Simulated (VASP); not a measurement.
A run of VASP 6.6.1:

File INCAR:

```
SYSTEM = Sc
PREC     = Accurate       ! precision mode
ENCUT    = 600            ! plane-wave cutoff, eV
EDIFF    = 1E-6           ! SCF threshold, eV
ISMEAR   = -1             ! smearing method
SIGMA    = 0.05           ! smearing width, eV
LREAL    = .False.        ! projectors in reciprocal space
LASPH    = .True.         ! aspherical terms in the spheres
NELM     = 80             ! most SCF steps
ALGO     = Normal         ! electronic algorithm
ISIF     = 4              ! what is computed and relaxed
LWAVE    = .False.        ! write WAVECAR
LCHARG   = .False.        ! write CHGCAR
GGA      = PE             ! functional
IBRION   = 2              ! ionic algorithm
NSW      = 50             ! ionic steps
EDIFFG   = -0.005         ! ionic threshold
```

The input KPOINTS:

```
Automatic mesh
0
Gamma
  8 8 11
  0 0 0
```

POSCAR

```
Sc
1.0
    4.8335062388      0.0000000000      0.0000000000
   -2.4167531194      4.1859391921      0.0000000000
    0.0000000000      0.0000000000      3.0497684565
Sc
3
Direct
    0.0000000000      0.0000000000      0.0000000000
    0.3333333333      0.6666666667      0.5000000000
    0.6666666667      0.3333333333      0.5000000000
```

Potentials or basis: VASP PAW PBE potentials, release 64 (Sc_sv).

The run is started by

```sh
$ cat potpaw_PBE.64/Sc_sv/POTCAR > POTCAR
$ mpirun -np 1 vasp_std > vasp.out
```

Hardware: 1 thread of Oxide Virtual Turin-like Processor (shared host).

Problem. Estimate the wall time of this run.

Solution. Wall time 3.8 min on 1 thread of Oxide Virtual Turin-like Processor (shared host), peak memory 0.2 GiB. Counts: scf iterations 24, k points 60, ion steps 3.
